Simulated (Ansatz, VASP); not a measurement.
**KCl2: VASP beside Ansatz**

The input INCAR:

```
SYSTEM = KCl2
PREC     = Accurate       ! precision mode
ENCUT    = 520            ! plane-wave cutoff, eV
EDIFF    = 1E-6           ! SCF threshold, eV
ISMEAR   = 0              ! smearing method
SIGMA    = 0.1            ! smearing width, eV
LREAL    = .False.        ! projectors in reciprocal space
LASPH    = .True.         ! aspherical terms in the spheres
NELM     = 60             ! most SCF steps
ALGO     = Normal         ! electronic algorithm
ISIF     = 2              ! what is computed and relaxed
LWAVE    = .False.        ! write WAVECAR
LCHARG   = .False.        ! write CHGCAR
GGA      = PS             ! functional
NBANDS   = 18             ! bands
```

The input KPOINTS:

```
Automatic mesh
0
Gamma
  12 12 10
  0 0 0
```

POSCAR

```
KCl2
1.0
    4.2303215952      0.0000000000      0.0000000000
    0.0000000000      4.2303215952      0.0000000000
    0.0000000000      0.0000000000      5.3286844761
K Cl
1 2
Direct
    0.5000000000      0.5000000000      0.0000000000
    0.0000000000      0.0000000000      0.2522370076
    0.0000000000      0.0000000000      0.7477629924
```

Input for Ansatz:

```yaml
crystal:
  lattice:
    - [4.2303215952, 0.0, 0.0]
    - [0.0, 4.2303215952, 0.0]
    - [0.0, 0.0, 5.3286844761]
  atoms:
    - { symbol: K, position: [0.5, 0.5, 0.0] }
    - { symbol: Cl, position: [0.0, 0.0, 0.2522370076] }
    - { symbol: Cl, position: [0.0, 0.0, 0.7477629924] }
basis:
  ecutwfc: 420
kpoints:
  mp_grid: { grid: [12, 12, 10] }
  band_path:
    path:
      - [[0.0, 0.0, 0.0], [0.0, 0.5, 0.0], [0.5, 0.5, 0.0], [0.0, 0.0, 0.0], [0.0, 0.0, 0.5], [0.0, 0.5, 0.5], [0.5, 0.5, 0.5], [0.0, 0.0, 0.5]]
      - [[0.0, 0.5, 0.0], [0.0, 0.5, 0.5]]
      - [[0.5, 0.5, 0.0], [0.5, 0.5, 0.5]]
    npoints: 14
hamiltonian:
  xc: pbesol
scf:
  occupations: { method: gaussian, width: 0.1 }
  n_extra_bands: 7
output:
  forces: true
  stress: true
  eigenvalues: true
  populations: true
  dos: { projected: true, de: 0.02, nscf_kmesh: { grid: [15, 15, 12] } }
  bader: true
  write_density: true
  write_potential: true
  elf: true
  volumetric_format: npy
```

Alike in both runs: task single point; functional PBEsol; k mesh 12 × 12 × 10; occupations gaussian, width 0.1 eV; no spin polarisation.

|  | VASP | Ansatz |
| --- | --- | --- |
| version | VASP 6.6.1 | Ansatz 0.2.0 |
| potentials or method | VASP PAW PBE potentials, release 64 (K_sv, Cl), cutoff 520 eV | scalar-relativistic, plane waves, PAW |
| valence electrons in the cell | 23 | 23 |

```tsv
	VASP	Ansatz	Ansatz less VASP
gap on the k mesh at the Fermi level (eV)	none	none	-
pressure (GPa)	-1.3	-1.3	-0.01
traceless stress, the component that is largest in VASP (GPa)	-0.63	-0.63	+0.001
rms of the force components (eV/Å)	0.019	0.020	+0.0017
```

VASP's potentials were made for PBE, not for PBEsol. Atom by atom the forces differ by 0.002 eV/Å (rms over components). A gap of «none» marks a metal or a gap that the smearing closes. The functional is the same, so the differences come from potentials, cutoffs and numerics.
